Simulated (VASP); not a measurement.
# Ga (P6/mmm) in VASP: notebook, part 2 of 2

VASP 6.6.1. Earlier steps stand in the parts before.

### Step 4. Single point, PBEsol (18.78 Å³/atom)

This run uses another cell than the first one, of 18.78 Å³/atom.

Contents of INCAR:

```
SYSTEM = Ga
PREC = Accurate ; ENCUT = 520
EDIFF = 1E-7 ; ISMEAR = -1
SIGMA = 0.1 ; LREAL = .FALSE.
LASPH = .TRUE. ; NELM = 80
ALGO = Normal ; ISIF = 2
LWAVE = .FALSE. ; LCHARG = .FALSE.
GGA = PS ; NBANDS = 26
```

Contents of KPOINTS:

```
Automatic mesh
0
G
  9 9 12
  0 0 0
```

Contents of POSCAR:

```
Ga
1.0
    4.6684187798      0.0000000000      0.0000000000
   -2.3342093899      4.0429692588      0.0000000000
    0.0000000000      0.0000000000      2.9855402325
Ga
3
Direct
    1.0000000000      1.0000000000      0.0000000000
    0.3333333333      0.6666666667      0.5000000000
    0.6666666667      0.3333333333      0.5000000000
```

Potentials or basis: VASP PAW PBE potentials, release 64 (Ga_d).

Launch:

```sh
cat potpaw_PBE.64/Ga_d/POTCAR > POTCAR
mpirun -np 1 vasp_std > vasp.out
```

OUTCAR:

```text
SYSTEM = Ga
   PREC = Accurate
   ENCUT = 520
   EDIFF = 1E-7
   ISMEAR = -1
   LREAL = .FALSE.
   LASPH = .TRUE.
   NELM = 80
   ISIF = 2
   GGA = PS

 ion  position               nearest neighbor table
   1  0.000  0.000  0.000-
   2  0.333  0.667  0.500-   3 2.70   3 2.70   3 2.70
   3  0.667  0.333  0.500-   2 2.70   2 2.70   2 2.70

  LATTYP: Found a hexagonal cell.
 ALAT       =     4.6684187798
 C/A-ratio  =     0.6395185122

  Lattice vectors:

 A1 = (   4.6684187798,   0.0000000000,   0.0000000000)
 A2 = (  -2.3342093899,   4.0429692588,   0.0000000000)
 A3 = (   0.0000000000,   0.0000000000,   2.9855402325)

Analysis of symmetry for initial positions (statically):
=====================================================================
 Subroutine PRICEL returns:
 Original cell was already a primitive cell.

 Routine SETGRP: Setting up the symmetry group for a
 hexagonal supercell.

 Subroutine GETGRP returns: Found 24 space group operations
 (whereof 24 operations were pure point group operations)
 out of a pool of 24 trial point group operations.

The static configuration has the point symmetry D_6h.

Analysis of symmetry for dynamics (positions and initial velocities):
=====================================================================
 Subroutine PRICEL returns:
 Original cell was already a primitive cell.

 Routine SETGRP: Setting up the symmetry group for a
 hexagonal supercell.

 Subroutine GETGRP returns: Found 24 space group operations
 (whereof 24 operations were pure point group operations)
 out of a pool of 24 trial point group operations.

The dynamic configuration has the point symmetry D_6h.

[... 111 lines left out ...]
   NELECT =      39.0000    total number of electrons
   NUPDOWN=      -1.0000    fix difference up-down
   EMIN   =  10.00;   EMAX   =-10.00  energy-range for DOS
   EFERMI =   0.00;   METHOD = LEGACY
   ISMEAR =    -1;   SIGMA  =   0.10  broadening in eV -4-tet -1-fermi 0-gaus
   EFERMI_NEDOS =   21; number of points for ismear=-14 and -15
   IALGO  =     38    algorithm
   IMIX   =      4    mixing-type and parameters
     AMIX     =   0.40;   BMIX     =  1.00
     AMIX_MAG =   1.60;   BMIX_MAG =  1.00
  volume/ion in A,a.u.               =      18.78       126.76
  Fermi-wavevector in a.u.,A,eV,Ry     =   1.448100  2.736513 28.531342  2.096994
  Thomas-Fermi vector in A             =   2.565980
   LORBIT       =      0    0 simple, 1 ext, 2 COOP (PROOUT), +10 PAW based schemes
   GGA     = PS    functional components
   LHFCALC =     F    Hartree Fock is set to
   AEXX    =    0.0000 exact exchange contribution
   IVDW    =     0    specifies the selected vdW correction
   LEPSILON=     F    determine dielectric tensor
   LRPA    =     F    only Hartree local field effects (RPA)
 non-spin polarized calculation
  energy-cutoff  :      520.00
  volume of cell :       56.35
 maximum number of plane-waves:      1541
 NGX is ok and might be reduce to    36
   NGX = 17   NGY = 17   NGZ = 11

 number of electron      38.9999998 magnetization

 Free energy of the ion-electron system (eV)
  ---------------------------------------------------
  ext. energy  EPLUGINS =         0.00000000
  ---------------------------------------------------
  free energy    TOTEN  =        -9.90126445 eV

  energy without entropy =       -9.84915752  energy(sigma->0) =       -9.87521099

 E-fermi :   5.4054     XC(G=0): -11.1659

 val. band max:        5.3798615557   @ k =   0.3333   0.2222   0.3333
 cond. band min:       5.4086222808   @ k =   0.3333   0.2222   0.1667
 fundamental gap:      0.0287607251
 Fermi energy:         5.4054089625

 k-point     1 :       0.0000    0.0000    0.0000
  band No.  band energies     occupation
      1      -9.5990      2.00000
      2      -9.4247      2.00000
      3      -9.4247      2.00000
      4      -9.3970      2.00000
      5      -9.3907      2.00000
      6      -9.3542      2.00000
[... 685 lines left out ...]
     25      14.6158      0.00000
     26      14.6162      0.00000

 [... further k-points ...]

------------------------ aborting loop because EDIFF is reached ----------------------------------------

  FORCE on cell =-STRESS in cart. coord.  units (eV):
  Direction    XX          YY          ZZ          XY          YZ          ZX
  --------------------------------------------------------------------------------------
  -------------------------------------------------------------------------------------
  Total       -0.6053183     -0.6053183     -0.7515084      0.0000000      0.0000000      0.0000000
  in kB      -17.2108055    -17.2108055    -21.3673785      0.0000000      0.0000000      0.0000000
  external PRESSURE =     -18.5963299 kB  Pullay stress =       0.0000000 kB

 VOLUME and BASIS-vectors are now :
 -----------------------------------------------------------------------------
  energy-cutoff  :      520.00
  volume of cell :       56.35
      direct lattice vectors                 reciprocal lattice vectors
     4.668418780  0.000000000  0.000000000     0.214205290  0.123671482  0.000000000
    -2.334209390  4.042969259  0.000000000     0.000000000  0.247342964  0.000000000
     0.000000000  0.000000000  2.985540233     0.000000000  0.000000000  0.334947756

 POSITION                                       TOTAL-FORCE (eV/Angst)
 -----------------------------------------------------------------------------------
      0.00000      0.00000      0.00000         0.000000      0.000000      0.000000
     -0.00000      2.69531      1.49277        -0.000000      0.000000     -0.000000
      2.33421      1.34766      1.49277        -0.000000     -0.000000      0.000000
 -----------------------------------------------------------------------------------
    total drift:                                0.000000      0.000000     -0.000000

  FREE ENERGIE OF THE ION-ELECTRON SYSTEM (eV)
  ---------------------------------------------------
  free  energy   TOTEN  =        -9.9012644493 eV

  energy  without entropy=       -9.8491575220  energy(sigma->0) =       -9.87521099
```

It took 87 s on 1 thread of Intel Xeon 6975P-C, shared host; peak memory 0.24 GiB.

What came out:

* Free energy: -9.9013 eV
* Pressure: -1.9 GPa
* Band gap on the k mesh: zero (an odd number of electrons rules out a gap without spin polarisation)

Levels at points of the mesh, in eV from the Fermi level:
```csv
k point,band 15,band 16,band 17,band 18,band 19,band 20,band 21,band 22,band 23,band 24
"(0.00, 0.00, 0.00)",-14.59,-11.07,-2.57,-2.30,-1.18,-1.18,-0.99,-0.99,4.98,8.51
"(0.00, 0.00, 0.50)",-14.56,-7.26,-6.12,1.33,1.33,1.43,1.72,1.84,2.10,2.93
```

Caveat: the PAW data sets were made with another functional, which shifts forces and pressure a little.

### Step 5. Single point, PBEsol (19.51 Å³/atom)

This run uses another cell than the first one, of 19.51 Å³/atom.

Contents of INCAR:

```
SYSTEM = Ga
ALGO = Normal
EDIFF = 1E-7
ENCUT = 520
GGA = PS
ISIF = 2
ISMEAR = -1
LASPH = .True.
LCHARG = .False.
LREAL = .False.
LWAVE = .False.
NBANDS = 26
NELM = 100
PREC = Accurate
SIGMA = 0.1
```

Contents of KPOINTS:

```
k-points
0
Gamma
  9 9 12
  0 0 0
```

Contents of POSCAR:

```
Ga
1.0
    4.7275189624      0.0000000000      0.0000000000
   -2.3637594812      4.0941515183      0.0000000000
    0.0000000000      0.0000000000      3.0233358933
Ga
3
Direct
    1.0000000000      1.0000000000      0.0000000000
    0.3333333333      0.6666666667      0.5000000000
    0.6666666667      0.3333333333      0.5000000000
```

Launch:

```sh
cat potpaw_PBE.64/Ga_d/POTCAR > POTCAR
mpirun -np 1 vasp_std > vasp.out
```

It took 1.7 min on 1 thread of Intel Xeon 6975P-C, shared host; peak memory 0.24 GiB.

Results (log left out):

| Quantity | Value |
| --- | --- |
| Free energy | -9.8641 eV |
| Pressure | -3.5 GPa |
| Band gap on the k mesh | zero (an odd number of electrons rules out a gap without spin polarisation) |

Stress tensor (GPa, compression positive):
```
-3.40  0.00  0.00
 0.00 -3.40  0.00
 0.00  0.00 -3.66
```

Levels at points of the mesh, in eV from the Fermi level:
```csv
k point,band 15,band 16,band 17,band 18,band 19,band 20,band 21,band 22,band 23,band 24
"(0.00, 0.00, 0.00)",-14.58,-10.79,-2.65,-2.38,-1.10,-1.10,-0.90,-0.90,4.87,8.34
"(0.00, 0.00, 0.50)",-14.55,-7.12,-5.96,1.13,1.32,1.32,1.65,1.66,2.08,2.89
```

Caveat: the cell stands under tension; the PAW data sets were made with another functional, which shifts forces and pressure a little.

### Step 6. Single point, PBEsol (20.23 Å³/atom)

This run uses another cell than the first one, of 20.23 Å³/atom.

Contents of INCAR:

```
ALGO = Normal
EDIFF = 1E-7
ENCUT = 520
GGA = PS
ISIF = 2
ISMEAR = -1
LASPH = T
LCHARG = T
LELF = T
LREAL = F
LVHAR = T
LWAVE = F
NBANDS = 26
NELM = 80
PREC = Accurate
SIGMA = 0.1
```

Contents of KPOINTS:

```
k-points
0
Gamma
  9 9 12
```

Contents of POSCAR:

```
Ga
1.0
    4.7851773152      0.0000000000      0.0000000000
   -2.3925886576      4.1440851165      0.0000000000
    0.0000000000      0.0000000000      3.0602094773
Ga
3
Direct
    1.0000000000      1.0000000000      0.0000000000
    0.3333333333      0.6666666667      0.5000000000
    0.6666666667      0.3333333333      0.5000000000
```

Potentials or basis: VASP PAW PBE potentials, release 64 (Ga_d).

Launch:

```sh
cat potpaw_PBE.64/Ga_d/POTCAR > POTCAR
mpirun -np 1 vasp_std > vasp.out
```

Run time: 93 s. Hardware: 1 thread of Intel Xeon 6975P-C, shared host; peak memory 0.24 GiB.

Results (log left out):

```yaml
Free_energy: -9.8072 eV
Pressure: -4.8 GPa
Band_gap_on_the_k_mesh: zero (an odd number of electrons rules out a gap without spin polarisation)
```

Stress tensor (GPa, compression positive):
```
-4.73  0.00  0.00
 0.00 -4.73  0.00
 0.00  0.00 -4.89
```

Levels at points of the mesh, in eV from the Fermi level:
```tsv
k point	band 17	band 18	band 19	band 20	band 21	band 22
(0.00, 0.00, 0.00)	-2.74	-2.46	-1.02	-1.02	-0.82	-0.82
(0.00, 0.00, 0.50)	-5.81	0.85	1.31	1.31	1.50	1.58
```

Caveat: the cell stands under tension; the PAW data sets were made with another functional, which shifts forces and pressure a little.

### Step 7. The runs side by side

```csv
cell,gap on the mesh (eV),pressure (GPa)
"a = 4.546, b = 4.546, c = 2.907 Å, angles 90.0, 90.0, 120.0°, 3 atoms",none,2.8
"a = 4.608, b = 4.608, c = 2.947 Å, angles 90.0, 90.0, 120.0°, 3 atoms",none,0.2
"a = 4.668, b = 4.668, c = 2.986 Å, angles 90.0, 90.0, 120.0°, 3 atoms",none,-1.9
"a = 4.728, b = 4.728, c = 3.023 Å, angles 90.0, 90.0, 120.0°, 3 atoms",none,-3.5
"a = 4.785, b = 4.785, c = 3.060 Å, angles 90.0, 90.0, 120.0°, 3 atoms",none,-4.8
```

Alike in all rows: task single point; level PBEsol; potentials or basis VASP PAW PBE potentials, release 64 (Ga_d); no spin polarisation; k mesh 9 × 9 × 12; cutoff (eV) 520; smearing fermi-dirac 0.1 eV.

Caveats: the PAW data sets were made with another functional, which shifts forces and pressure a little; the cell stands under tension (at least some runs).

Absolute energies hang on the potentials; compare differences alone.

The gap in the log of VASP goes by the Fermi energy; the results here count the filled bands.